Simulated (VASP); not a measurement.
## RbHg: relaxation of cell and atoms with PBE

RbHg:

```
Rb Hg
1.0
     4.48553    0.00000    0.00000
    -2.24277    3.88459    0.00000
     0.00000    0.00000    7.55125
Rb Hg
1 1
Direct
  0.00000 0.00000 0.50000
  0.00000 0.00000 0.00000
```

| Quantity | Value |
| --- | --- |
| Program | VASP 6.6.1 |
| Task | relaxation of cell and atoms |
| Functional | PBE |
| Potentials or basis | VASP PAW PBE potentials, release 64 (Rb_sv, Hg) |
| Cutoff | 600 eV |
| k mesh | 12 × 12 × 8 |
| Occupations | gaussian, width 0.1 eV |
| Spin | no spin polarisation |
| Dipole correction | no |
| Further INCAR settings | ALGO = Fast; EDIFF = 1e-06; IBRION = 2; EDIFFG = -0.01; NSW = 100; ISIF = 3 |

```
Relaxed volume                         : 70.58 Å³/atom
Relaxed cell                           : a = 4.617 Å, b = 4.617 Å, c = 7.645 Å, α = 90.00°, β = 90.00°, γ = 120.00°
Space group after relaxing (to 0.05 Å) : P6/mmm (No. 191)
Energy gained by relaxing              : 1.5 meV/atom
Ionic steps                            : 8
Pressure after relaxing                : 0.0 GPa
```

Step by step:
| step | energy change (eV) | largest force (eV/Å) | pressure (GPa) | volume (Å³) |
| --- | --- | --- | --- | --- |
| 1 | 0.0000 | 0.0000 | 0.08 | 131.58 |
| 2 | -0.0005 | 0.0000 | 0.08 | 132.21 |
| 3 | -0.0017 | 0.0000 | 0.06 | 134.10 |
| 4 | -0.0023 | 0.0000 | 0.03 | 137.94 |
| 5 | -0.0023 | 0.0000 | 0.03 | 137.24 |
| 6 | -0.0027 | 0.0000 | 0.03 | 138.67 |
| 7 | -0.0028 | 0.0000 | -0.02 | 143.01 |
| 8 | -0.0029 | 0.0000 | -0.01 | 141.16 |

Final structure:
```cif
data_structure
_symmetry_space_group_name_H-M 'P 1'
_symmetry_Int_Tables_number 1
_cell_length_a 4.6175
_cell_length_b 4.6175
_cell_length_c 7.6449
_cell_angle_alpha 90.000
_cell_angle_beta 90.000
_cell_angle_gamma 120.000
_cell_volume 141.16
loop_
_atom_site_label
_atom_site_type_symbol
_atom_site_fract_x
_atom_site_fract_y
_atom_site_fract_z
_atom_site_occupancy
Rb1 Rb 0.00000 0.00000 0.50000 1
Hg1 Hg 0.00000 0.00000 0.00000 1
```

Levels at points of the mesh, in eV from the Fermi level:
| k point | band 9 | band 10 | band 11 | band 12 | band 13 | band 14 |
| --- | --- | --- | --- | --- | --- | --- |
| (0.00, 0.00, 0.00) | -7.13 | -5.03 | -0.76 | 0.16 | 3.88 | 3.88 |
| (0.50, 0.00, 0.00) | -7.05 | -4.00 | -0.08 | 1.17 | 1.81 | 2.03 |
| (0.00, 0.00, 0.50) | -7.13 | -4.89 | -1.62 | 1.36 | 3.16 | 3.89 |
| (0.50, 0.00, 0.50) | -7.05 | -3.89 | -0.10 | 0.37 | 1.55 | 2.05 |

It took 8.6 min on 1 thread of Intel(R) Xeon(R) 6975P-C (Granite Rapids), with other jobs on the host, peak memory 0.46 GiB.

Caveat: spin-orbit coupling is left out, which moves the levels of the heavy elements.
